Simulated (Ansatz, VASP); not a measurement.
SrTiO3: VASP beside Ansatz

INCAR

```
SYSTEM = SrTiO3
PREC = Accurate ; ENCUT = 520
EDIFF = 1E-6 ; ISMEAR = -1
SIGMA = 0.05 ; LREAL = .False.
LASPH = .True. ; NELM = 100
ALGO = Normal ; ISIF = 2
LWAVE = .False. ; LCHARG = .False.
GGA = PS ; NBANDS = 28
```

The input KPOINTS:

```
Automatic mesh
0
Gamma
  7 7 7
  0 0 0
```

File POSCAR:

```
SrTiO3
1.0
    4.0221500000      0.0000000000      0.0000000000
    0.0000000000      4.0221500000      0.0000000000
    0.0000000000      0.0000000000      3.9050000000
Sr Ti O
1 1 3
Direct
    0.0000000000      0.0000000000      0.0000000000
    0.5000000000      0.5000000000      0.5000000000
    0.0000000000      0.5000000000      0.5000000000
    0.5000000000      0.0000000000      0.5000000000
    0.5000000000      0.5000000000      0.0000000000
```

Input for Ansatz:

```yaml
crystal:
  lattice:
    - [4.02215, 0.0, 0.0]
    - [0.0, 4.02215, 0.0]
    - [0.0, 0.0, 3.905]
  atoms:
    - { symbol: Sr, position: [0.0, 0.0, 0.0] }
    - { symbol: Ti, position: [0.5, 0.5, 0.5] }
    - { symbol: O, position: [0.0, 0.5, 0.5] }
    - { symbol: O, position: [0.5, 0.0, 0.5] }
    - { symbol: O, position: [0.5, 0.5, 0.0] }
kpoints:
  mp_grid: { grid: [7, 7, 7] }
  band_path:
    path:
      - [0.0, 0.0, 0.0]
      - [0.0, 0.5, 0.0]
      - [0.5, 0.5, 0.0]
      - [0.0, 0.0, 0.0]
      - [0.0, 0.0, 0.5]
      - [0.0, 0.5, 0.5]
      - [0.5, 0.5, 0.5]
      - [0.0, 0.0, 0.5]
      - [0.0, 0.5, 0.0]
    npoints: 5
scf:
  occupations: { method: fermi_dirac, width: 0.05 }
hamiltonian:
  xc: pbesol
  pseudopotentials: { kind: all_electron, lapw: { basis_error: 0.001 } }
output:
  forces: true
  stress: true
  eigenvalues: true
```

Change from the starting cell: equal xx and yy strain of +3 %.

Alike in both runs: task single point; functional PBEsol; k mesh 7 × 7 × 7; occupations fermi-dirac, width 0.05 eV; no spin polarisation.

|  | VASP | Ansatz |
| --- | --- | --- |
| version | VASP 6.6.1 | Ansatz 0.2.0 |
| potentials or method | VASP PAW PBE potentials, release 64 (Sr_sv, Ti_sv, O), cutoff 520 eV | all-electron LAPW, scalar-relativistic |

Ansatz gave:

- pressure (GPa): -10.9
- traceless stress, the component that is largest in VASP (GPa): 3.67

**Question.** Which values does VASP return?

**Answer.** Pressure (GPa): -10.3; traceless stress, the component that is largest in VASP (GPa): 3.74.

VASP's potentials were made for PBE, not for PBEsol. Ansatz ran all-electron here, and VASP with PAW potentials.
